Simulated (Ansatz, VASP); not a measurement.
**One calculation of Cs2TlRe6Bi, two programs**

```
CELL_PARAMETERS angstrom
0.00000 5.06421 5.06421
5.06421 0.00000 5.06421
5.06421 5.06421 0.00000
ATOMIC_POSITIONS crystal
Tl 0.50000 0.50000 0.50000
Cs 0.25000 0.25000 0.25000
Cs 0.75000 0.75000 0.75000
Re 0.77000 0.23000 0.23000
Re 0.23000 0.77000 0.23000
Re 0.23000 0.77000 0.77000
Re 0.77000 0.23000 0.77000
Re 0.23000 0.23000 0.77000
Re 0.77000 0.77000 0.23000
Bi 0.00000 0.00000 0.00000
```

Alike in both runs: task single point; functional r2SCAN; k mesh 5 × 5 × 5; no spin polarisation.

```csv
,VASP,Ansatz
version,VASP 6.6.1,Ansatz 0.2.0
potentials or method,"VASP PAW PBE potentials, release 64 (Tl_d, Cs_sv, Re, Bi_d), cutoff 520 eV",PAW plane waves
occupations,"methfessel-paxton of order 1, width 0.0134 eV","cold, width 0.0134 eV"
valence electrons in the cell,88,136
```

```tsv
	VASP	Ansatz	Ansatz less VASP
pressure (GPa)	10.8	10.2	-0.62
rms of the force components (eV/Å)	1.961	1.873	-0.0883
```

VASP's potentials were made for PBE, not for r2SCAN. Atom by atom the forces differ by 0.088 eV/Å (rms over components). VASP's potentials hold 88 valence electrons a cell and Ansatz's 136, so a difference there can come from the potentials and not from the codes.

Neither program's run includes spin-orbit coupling.
